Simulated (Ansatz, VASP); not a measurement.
# Cu: VASP beside Ansatz

```xyz
1
Lattice="0.0000 1.8075 1.7713 1.8075 0.0000 1.7713 1.8075 1.8075 0.0000" Properties=species:S:1:pos:R:3 pbc="T T T"
Cu    0.0000    0.0000    0.0000
```

Alike in both runs: functional PBE; k mesh 11 × 11 × 11; occupations fermi-dirac, width 0.05 eV; no spin polarisation.

|  | VASP | Ansatz |
| --- | --- | --- |
| version | VASP 6.6.1 | Ansatz 0.2.0 |
| potentials or method | VASP PAW PBE potentials, release 64 (Cu) | Ansatz PAW |
| plane-wave cutoff (eV) | 600 | 420 |
| valence electrons in the cell | 11 | 19 |
| task | single point | band structure |

|  | VASP | Ansatz | Ansatz less VASP |
| --- | --- | --- | --- |
| gap on the k mesh at the Fermi level (eV) | none | none | - |
| pressure (GPa) | 5.3 | 4.7 | -0.58 |
| traceless stress, the component that is largest in VASP (GPa) | 0.66 | 0.59 | -0.077 |

A gap of «none» marks a metal or a gap that the smearing closes. VASP's potentials hold 11 valence electrons a cell and Ansatz's 19, so a difference there can come from the potentials and not from the codes.
